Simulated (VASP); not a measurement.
## MgB2: single point with PBE

Crystal: MgB2.

```
Mg B
1.0
     3.08500    0.00000    0.00000
    -1.54250    2.67169    0.00000
     0.00000    0.00000    3.52300
Mg B
1 2
Direct
  0.99672 0.99956 0.00032
  0.33917 0.67022 0.50195
  0.66821 0.33077 0.49732
```

```json
{
  "Program": "VASP 6.6.1",
  "Task": "single point",
  "Functional": "PBE",
  "Potentials or basis": "VASP PAW PBE potentials, release 64 (Mg, B)",
  "Cutoff": "600 eV",
  "k mesh": "5 × 5 × 4",
  "Occupations": "fermi-dirac, width 0.1 eV",
  "Spin": "no spin polarisation"
}
```

The pressure is -1.5 GPa, the largest force is 0.256 eV/Å and the band gap on the k mesh is zero (band 4 reaches 6.11 eV, above the bottom of band 5 at 3.91 eV).

Forces in eV/Å, atoms in the order of the input:
```
Mg   0.094  0.012 -0.016
B   -0.090 -0.190 -0.146
B   -0.005  0.178  0.162
```

Stress tensor (GPa, compression positive):
```
-1.69  0.00 -0.01
 0.00 -1.59  0.00
-0.01  0.00 -1.16
```

Levels at points of the mesh, in eV from the Fermi level:
| k point | band 1 | band 2 | band 3 | band 4 | band 5 | band 6 | band 7 | band 8 | band 9 |
| --- | --- | --- | --- | --- | --- | --- | --- | --- | --- |
| (0.00, 0.00, 0.00) | -12.55 | -3.07 | 0.11 | 0.33 | 1.52 | 6.03 | 6.28 | 7.93 | 9.79 |
| (0.00, 0.00, 0.50) | -11.29 | -7.56 | 0.48 | 0.71 | 6.35 | 6.63 | 7.80 | 9.69 | 9.83 |

It took 14 s on 1 thread of Intel Xeon 6975P-C, with other jobs on the host, peak memory 0.17 GiB.

Caveat: the k points lie up to 0.47 Å⁻¹ apart.
